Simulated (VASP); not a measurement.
# TiO2 (I4_1/amd) in VASP: electric field gradients with LDA

Aim: the electric field gradients of TiO2 with LDA.

Everything below comes from runs of VASP 6.6.1. Logs are shortened: lines on timing, memory, paths and dates and some standing lists are left out, and cuts for length are marked.

## 1. The cell of the first run

It takes space group I4_1/amd (No. 141, tetragonal). Conventional cell: a = 3.671 Å, b = 3.671 Å, c = 9.514 Å, α = 90.00°, β = 90.00°, γ = 90.00°. Within 2.5 Å of Ti (site symmetry -4m2) lie 6 O at 1.88 to 1.97 Å. O (site symmetry 2mm) has 3 Ti at 1.88 to 1.97 Å and 2 O at 2.40 Å within 2.5 Å.

## 2. Electric field gradients, LDA (equal xx and yy strain of -3 %)

Input file INCAR:

```
PREC = Accurate
ENCUT = 520
EDIFF = 1E-8
ISMEAR = -1
SIGMA = 0.08
LREAL = False
LASPH = True
NELM = 80
ALGO = Normal
ISIF = 2
LWAVE = False
LCHARG = False
GGA = CA
LEFG = True
NBANDS = 33
```

Input file KPOINTS:

```
regular mesh
0
Gamma
  13 13 13
```

Input file POSCAR:

```
TiO2
1.0
   -1.8357250000      1.8357250000      4.7570000000
    1.8357250000     -1.8357250000      4.7570000000
    1.8357250000      1.8357250000     -4.7570000000
Ti O
2 4
Direct
    0.0000000000      0.0000000000      0.0000000000
    0.7500000000      0.2500000000      0.5000000000
    0.2066000000      0.2066000000      0.0000000000
    0.9566000000      0.4566000000      0.5000000000
    0.5434000000      0.0434000000      0.5000000000
    0.7934000000      0.7934000000      0.0000000000
```

Potentials or basis: VASP PAW LDA potentials, release 64 (Ti_sv, O).

Command:

```
$ cat potpaw_LDA.64/Ti_sv/POTCAR potpaw_LDA.64/O/POTCAR > POTCAR
$ mpirun -np 1 vasp_std > vasp.out
```

OUTCAR:

```text
PREC = Accurate
   ENCUT = 520
   EDIFF = 1E-8
   ISMEAR = -1
   LREAL = False
   LASPH = True
   NELM = 80
   ISIF = 2
   GGA = CA

 ion  position               nearest neighbor table
   1  0.000  0.000  0.000-   5 1.88   4 1.88   5 1.88   4 1.88   3 1.97   6 1.97
   2  0.750  0.250  0.500-   6 1.88   3 1.88   6 1.88   3 1.88   4 1.97   5 1.97
   3  0.207  0.207  0.000-   2 1.88   2 1.88   1 1.97
   4  0.957  0.457  0.500-   1 1.88   1 1.88   2 1.97
   5  0.543  0.043  0.500-   1 1.88   1 1.88   2 1.97
   6  0.793  0.793  0.000-   2 1.88   2 1.88   1 1.97

  LATTYP: Found a body centered tetragonal cell.
 ALAT       =     3.6714500000
 C/A-ratio  =     2.5913467431

  Lattice vectors:

 A1 = (  -1.8357250000,   1.8357250000,   4.7570000000)
 A2 = (   1.8357250000,  -1.8357250000,   4.7570000000)
 A3 = (   1.8357250000,   1.8357250000,  -4.7570000000)

Analysis of symmetry for initial positions (statically):
=====================================================================
 Subroutine PRICEL returns:
 Original cell was already a primitive cell.

 Routine SETGRP: Setting up the symmetry group for a
 body centered tetragonal supercell.

 Subroutine GETGRP returns: Found 16 space group operations
 (whereof  8 operations were pure point group operations)
 out of a pool of 16 trial point group operations.

The static configuration has the point symmetry D_2d.
 The point group associated with its full space group is D_4h.

Analysis of symmetry for dynamics (positions and initial velocities):
=====================================================================
 Subroutine PRICEL returns:
 Original cell was already a primitive cell.

 Routine SETGRP: Setting up the symmetry group for a
 body centered tetragonal supercell.

 Subroutine GETGRP returns: Found 16 space group operations
 (whereof  8 operations were pure point group operations)
 out of a pool of 16 trial point group operations.

The dynamic configuration has the point symmetry D_2d.
 The point group associated with its full space group is D_4h.

 Subroutine INISYM returns: Found 16 space group operations
 (whereof  8 operations are pure point group operations),
 and found     1 'primitive' translations

----------------------------------------------------------------------------------------

                                     Primitive cell

  volume of cell :      64.1222

  direct lattice vectors                    reciprocal lattice vectors
    -1.835725000  1.835725000  4.757000000     0.000000000  0.272371951  0.105108262
     1.835725000 -1.835725000  4.757000000     0.272371951  0.000000000  0.105108262
     1.835725000  1.835725000 -4.757000000     0.272371951  0.272371951  0.000000000

  length of vectors
     5.419300836  5.419300836  5.419300836     0.291949013  0.291949013  0.385192107

  position of ions in fractional coordinates (direct lattice)
     0.000000000  0.000000000  0.000000000
     0.750000000  0.250000000  0.500000000
     0.206600000  0.206600000  0.000000000
     0.956600000  0.456600000  0.500000000
     0.543400000  0.043400000  0.500000000
     0.793400000  0.793400000  0.000000000

  ion indices of the primitive-cell ions
   primitive index   ion index
                 1           1
                 2           2
                 3           3
                 4           4
                 5           5
                 6           6

----------------------------------------------------------------------------------------

 KPOINTS: regular mesh

Automatic generation of k-mesh.
 Grid dimensions read from file:
 generate k-points for:   13   13   13

[... 55 lines left out ...]
   ISTART =      0    job   : 0-new  1-cont  2-samecut
   ICHARG =      2    charge: 1-file 2-atom 10-const
   ISPIN  =      1    spin polarized calculation?
   LNONCOLLINEAR =      F non collinear calculations
   LSORBIT =      F    spin-orbit coupling
   LASPH  =      T    aspherical Exc in radial PAW
   ENCUT  =  520.0 eV  38.22 Ry    6.18 a.u.  10.08 10.08 10.08*2*pi/ulx,y,z
   NELM   =     80;   NELMIN=  2; NELMDL= -5     # of ELM steps
   EDIFF  = 0.1E-07   stopping-criterion for ELM
   LREAL  =      F    real-space projection
   EDIFFG = 0.1E-06   stopping-criterion for IOM
   NSW    =      0    number of steps for IOM
   IBRION =     -1    ionic relax: 0-MD 1-quasi-New 2-CG
   NFREE  =      0    steps in history (QN), initial steepest desc. (CG)
   ISIF   =      2    stress and relaxation
   ISYM   =      2    0-nonsym 1-usesym 2-fastsym
   POTIM  = 0.5000    time-step for ionic-motion
   TEBEG  =    0.0;   TEEND  =   0.0 temperature during run
   PSTRESS=    0.0 pullay stress
   NELECT =      48.0000    total number of electrons
   NUPDOWN=      -1.0000    fix difference up-down
   EMIN   =  10.00;   EMAX   =-10.00  energy-range for DOS
   EFERMI =   0.00;   METHOD = LEGACY
   ISMEAR =    -1;   SIGMA  =   0.08  broadening in eV -4-tet -1-fermi 0-gaus
   EFERMI_NEDOS =   21; number of points for ismear=-14 and -15
   IALGO  =     38    algorithm
   IMIX   =      4    mixing-type and parameters
     AMIX     =   0.40;   BMIX     =  1.00
     AMIX_MAG =   1.60;   BMIX_MAG =  1.00
  volume/ion in A,a.u.               =      10.69        72.12
  Fermi-wavevector in a.u.,A,eV,Ry     =   1.486457  2.808997 30.062826  2.209555
  Thomas-Fermi vector in A             =   2.599741
   LORBIT       =      0    0 simple, 1 ext, 2 COOP (PROOUT), +10 PAW based schemes
   GGA     = CA    functional components
   LHFCALC =     F    Hartree Fock is set to
   AEXX    =    0.0000 exact exchange contribution
   IVDW    =     0    specifies the selected vdW correction
   LEPSILON=     F    determine dielectric tensor
   LRPA    =     F    only Hartree local field effects (RPA)
 non-spin polarized calculation
  energy-cutoff  :      520.00
  volume of cell :       64.12
 maximum number of plane-waves:      1746
   NGX = 21   NGY = 21   NGZ = 21

 number of electron      48.0000015 magnetization

 Free energy of the ion-electron system (eV)
  ---------------------------------------------------
  ext. energy  EPLUGINS =         0.00000000
  ---------------------------------------------------
  free energy    TOTEN  =       -58.74731117 eV

  energy without entropy =      -58.74731110  energy(sigma->0) =      -58.74731114

 E-fermi :   4.8787     XC(G=0): -11.6478

 val. band max:        3.6632052980   @ k =  -0.4615   0.4615   0.0000
 cond. band min:       5.8756528771   @ k =   0.0000   0.0000   0.0000
 fundamental gap:      2.2124475790
 Fermi energy:         4.8786542564

 k-point     1 :       0.0000    0.0000    0.0000
  band No.  band energies     occupation
      1     -51.7199      2.00000
      2     -51.6408      2.00000
      3     -28.6884      2.00000
      4     -28.3951      2.00000
      5     -28.3951      2.00000
      6     -28.3102      2.00000
[... 853 lines left out ...]
     32      10.6446      0.00000
     33      11.1569      0.00000

 [... further k-points ...]

------------------------ aborting loop because EDIFF is reached ----------------------------------------

  FORCE on cell =-STRESS in cart. coord.  units (eV):
  Direction    XX          YY          ZZ          XY          YZ          ZX
  --------------------------------------------------------------------------------------
  -------------------------------------------------------------------------------------
  Total        4.5391087      4.5391087      2.7789526      0.0000000      0.0000000      0.0000000
  in kB      113.4155945    113.4155945     69.4357812      0.0000000      0.0000000      0.0000000
  external PRESSURE =      98.7556567 kB  Pullay stress =       0.0000000 kB

 VOLUME and BASIS-vectors are now :
 -----------------------------------------------------------------------------
  energy-cutoff  :      520.00
  volume of cell :       64.12
      direct lattice vectors                 reciprocal lattice vectors
    -1.835725000  1.835725000  4.757000000     0.000000000  0.272371951  0.105108262
     1.835725000 -1.835725000  4.757000000     0.272371951  0.000000000  0.105108262
     1.835725000  1.835725000 -4.757000000     0.272371951  0.272371951  0.000000000

 POSITION                                       TOTAL-FORCE (eV/Angst)
 -----------------------------------------------------------------------------------
      0.00000      0.00000      0.00000         0.000000      0.000000      0.000000
      0.00000      1.83573      2.37850         0.000000      0.000000      0.000000
      0.00000      0.00000      1.96559         0.000000     -0.000000      0.062821
     -0.00000      1.83573      4.34409        -0.000000      0.000000      0.062821
      0.00000      1.83573      0.41291        -0.000000      0.000000     -0.062821
      0.00000      0.00000      7.54841         0.000000     -0.000000     -0.062821
 -----------------------------------------------------------------------------------
    total drift:                                0.000000      0.000000     -0.000000

  FREE ENERGIE OF THE ION-ELECTRON SYSTEM (eV)
  ---------------------------------------------------
  free  energy   TOTEN  =       -58.7473111742 eV

  energy  without entropy=      -58.7473110967  energy(sigma->0) =      -58.74731114

 Electric field gradients (V/A^2)
---------------------------------------------------------------------
 ion       V_xx      V_yy      V_zz      V_xy      V_xz      V_yz
---------------------------------------------------------------------
   1     -15.151   -15.151    30.303     0.002     0.001     0.001
   2     -15.151   -15.151    30.303     0.002     0.001     0.001
   3      -3.553     7.911    -4.358    -0.003    -0.003    -0.003
   4       7.911    -3.553    -4.358    -0.003    -0.003    -0.003
   5      -3.553     7.911    -4.358    -0.003    -0.003    -0.003
   6       7.911    -3.553    -4.358    -0.003    -0.003    -0.003
---------------------------------------------------------------------

 Electric field gradients after diagonalization (V/A^2)
 (convention: |V_zz| > |V_xx| > |V_yy|)
----------------------------------------------------------------------
 ion       V_xx      V_yy      V_zz     asymmetry (V_yy - V_xx)/ V_zz
----------------------------------------------------------------------
   1     -15.154   -15.149    30.303       0.000
   2     -15.154   -15.149    30.303       0.000
   3      -4.358    -3.553     7.911       0.102
   4      -4.358    -3.553     7.911       0.102
   5      -4.358    -3.553     7.911       0.102
   6      -4.358    -3.553     7.911       0.102
----------------------------------------------------------------------

           NMR quadrupolar parameters

 Cq : quadrupolar parameter    Cq=e*Q*V_zz/h
 eta: asymmetry parameters     (V_yy - V_xx)/ V_zz
 Q  : nuclear electric quadrupole moment in mb (millibarn)
----------------------------------------------------------------------
 ion       Cq(MHz)       eta       Q (mb)
----------------------------------------------------------------------
   1       0.073       0.000       1.000
   2       0.073       0.000       1.000
   3       0.019       0.102       1.000
   4       0.019       0.102       1.000
   5       0.019       0.102       1.000
   6       0.019       0.102       1.000
----------------------------------------------------------------------
```

It took 12 min on 1 thread of AMD EPYC 7R43 (Zen 3), shared host; peak memory 0.39 GiB.

Results:

```
Free energy                             : -58.7473 eV
Pressure                                : 9.9 GPa
Largest force                           : 0.063 eV/Å
Band gap on the k mesh                  : 2.21 eV (least direct gap 2.54 eV)
Largest electric field gradient by atom : Ti +30.3; O +7.9 V/Å²
```

Forces on the atoms (eV/Å):
```
Ti   0.000  0.000  0.000
Ti   0.000  0.000  0.000
O    0.000  0.000  0.063
O    0.000  0.000  0.063
O    0.000  0.000 -0.063
O    0.000  0.000 -0.063
```

Electric field gradients, principal values (V/Å²):
| atom | least | middle | greatest (by size) |
| --- | --- | --- | --- |
| 1 Ti | -15.149 | -15.154 | 30.303 |
| 2 Ti | -15.149 | -15.154 | 30.303 |
| 3 O | -3.553 | -4.358 | 7.911 |
| 4 O | -3.553 | -4.358 | 7.911 |
| 5 O | -3.553 | -4.358 | 7.911 |
| 6 O | -3.553 | -4.358 | 7.911 |

Caveat: the cell differs from its parent crystal (equal xx and yy strain of -3 %); the cell stands under pressure; without QUAD_EFG the Cq values of the log hold for a quadrupole moment of 1 mb, not for the nuclei; an odd mesh through Γ misses points on the zone boundary, where band edges can lie.
